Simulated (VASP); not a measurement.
Set up this calculation in VASP 6.6.1, as the native input.

* Task: single point
* Functional: LDA
* Potentials or basis: VASP PAW LDA potentials, release 64 (C)
* Cutoff: 520 eV
* k mesh: 10 × 10 × 10
* Occupations: gaussian, width 0.01 eV
* Spin: no spin polarisation
* Dipole correction: no
* Further INCAR settings: ALGO = Normal; EDIFF = 1e-07; NBANDS = 11

The structure of C lies in POSCAR:

```
C
1.0
    0.0000000000      1.7646522272      1.7646522272
    1.7646522272      0.0000000000      1.7646522272
    1.7646522272      1.7646522272      0.0000000000
C
2
Direct
    0.5000000000      0.5000000000      0.5000000000
    0.7500000000      0.7500000000      0.7500000000
```

The input as run:

INCAR

```
  PREC = Accurate
  ENCUT = 520
  EDIFF = 1E-7
  ISMEAR = 0
  SIGMA = 0.01
  LREAL = False
  LASPH = True
  NELM = 100
  ALGO = Normal
  ISIF = 2
  LWAVE = False
  LCHARG = False
  NBANDS = 11
```

KPOINTS

```
regular mesh
0
Gamma
  10 10 10
```

Potentials or basis: VASP PAW LDA potentials, release 64 (C).

The run is started by

```console
$ cat potpaw_LDA.64/C/POTCAR > POTCAR
$ mpirun -np 1 vasp_std > vasp.out
```

Results of the run:

The pressure is 2.6 GPa and the band gap on the k mesh is 4.21 eV, indirect (least direct gap 5.63 eV).

Wall time 7.1 s on 1 thread of Intel(R) Xeon(R) Platinum 8259CL CPU @ 2.50GHz (Skylake/Cascade Lake) (shared host), peak memory 0.11 GiB.
